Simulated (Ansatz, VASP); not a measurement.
# Na4F3 in VASP and in Ansatz

```
CELL_PARAMETERS angstrom
5.27288 0.00000 0.00000
0.00000 5.27288 0.00000
0.00000 0.00000 5.27288
ATOMIC_POSITIONS crystal
Na 0.26337 0.26337 0.26337
Na 0.73663 0.73663 0.26337
Na 0.73663 0.26337 0.73663
Na 0.26337 0.73663 0.73663
F 0.00000 0.50000 0.50000
F 0.50000 0.00000 0.50000
F 0.50000 0.50000 0.00000
```

Alike in both runs: functional PBE; k mesh 8 × 8 × 8; occupations gaussian, width 0.1 eV; no spin polarisation.

Ansatz relaxed the structure, and its values are those at the end. VASP's run is a single point on that final structure, the one shown.

|  | VASP | Ansatz |
| --- | --- | --- |
| version | VASP 6.6.1 | Ansatz 0.2.0 |
| potentials or method | VASP PAW PBE potentials, release 64 (Na_pv, F), cutoff 520 eV | scalar-relativistic, plane waves, PAW |
| valence electrons in the cell | 49 | 57 |

|  | VASP | Ansatz | Ansatz less VASP |
| --- | --- | --- | --- |
| gap on the k mesh at the Fermi level (eV) | none | none | - |
| pressure (GPa) | 0.0 | 0.0 | +0.04 |
| rms of the force components (eV/Å) | 0.005 | 0.002 | -0.0032 |

A gap of «none» marks a metal or a gap that the smearing closes. VASP's potentials hold 49 valence electrons a cell and Ansatz's 57, so a difference there can come from the potentials and not from the codes.
